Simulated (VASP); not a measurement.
Write the native input for VASP 6.6.1 that does the following.

```
Task                   : single point
Functional             : r2SCAN
Potentials or basis    : VASP PAW PBE potentials, release 64 (Si, Ni)
Cutoff                 : 520 eV
k mesh                 : 8 × 8 × 8
Occupations            : gaussian, width 0.1 eV
Spin                   : no spin polarisation
Dipole correction      : no
Further INCAR settings : ALGO = Normal; EDIFF = 1e-07; NBANDS = 38
```

Crystal: SiNi.

```
CELL_PARAMETERS angstrom
4.32677 0.00000 0.00000
0.00000 4.32677 0.00000
0.00000 0.00000 4.32677
ATOMIC_POSITIONS crystal
Si 0.65262 0.15262 0.34738
Si 0.15262 0.34738 0.65262
Si 0.34738 0.65262 0.15262
Si 0.84738 0.84738 0.84738
Ni 0.34988 0.84988 0.65012
Ni 0.84988 0.65012 0.34988
Ni 0.65012 0.34988 0.84988
Ni 0.15012 0.15012 0.15012
```

The input as run:

POSCAR

```
SiNi
1.0
    4.3267675926      0.0000000000      0.0000000000
    0.0000000000      4.3267675926      0.0000000000
    0.0000000000      0.0000000000      4.3267675926
Si Ni
4 4
Direct
    0.6526249749      0.1526249749      0.3473750251
    0.1526249749      0.3473750251      0.6526249749
    0.3473750251      0.6526249749      0.1526249749
    0.8473750251      0.8473750251      0.8473750251
    0.3498838911      0.8498838911      0.6501161089
    0.8498838911      0.6501161089      0.3498838911
    0.6501161089      0.3498838911      0.8498838911
    0.1501161089      0.1501161089      0.1501161089
```

INCAR.step1

```
SYSTEM = SiNi
  PREC = Accurate
  ENCUT = 520
  ISMEAR = 0
  SIGMA = 0.1
  LREAL = .FALSE.
  LASPH = .TRUE.
  NELM = 60
  NBANDS = 38
  GGA = PE
  ALGO = Normal
  EDIFF = 1E-4
  LWAVE = .TRUE.
  LCHARG = .FALSE.
```

INCAR.step2

```
SYSTEM = SiNi
  PREC = Accurate
  ENCUT = 520
  EDIFF = 1E-7
  ISMEAR = 0
  SIGMA = 0.1
  LREAL = .FALSE.
  LASPH = .TRUE.
  NELM = 60
  ALGO = Normal
  ISIF = 2
  LWAVE = .FALSE.
  LCHARG = .TRUE.
  METAGGA = R2SCAN
  LMIXTAU = .TRUE.
  LELF = .TRUE.
  LVHAR = .TRUE.
  NBANDS = 38
  ISTART = 1
```

KPOINTS

```
Automatic mesh
0
G
  8 8 8
  0 0 0
```

Potentials or basis: VASP PAW PBE potentials, release 64 (Si, Ni).

Command:

```sh
$ cat potpaw_PBE.64/Si/POTCAR potpaw_PBE.64/Ni/POTCAR > POTCAR
$ cp INCAR.step1 INCAR
$ mpirun -np 1 vasp_std > vasp.out
$ cp INCAR.step2 INCAR
$ mpirun -np 1 vasp_std > vasp.out
```

It gave:

The pressure is 24.0 GPa and the band gap on the k mesh is zero (bands 28 and 29 overlap by 1.52 eV).

Caveat: the cell stands under pressure; the PAW data sets were made with another functional, which shifts forces and pressure a little.

Wall time 8 min on 1 thread of Intel Xeon 8259CL (shared host), peak memory 0.26 GiB.
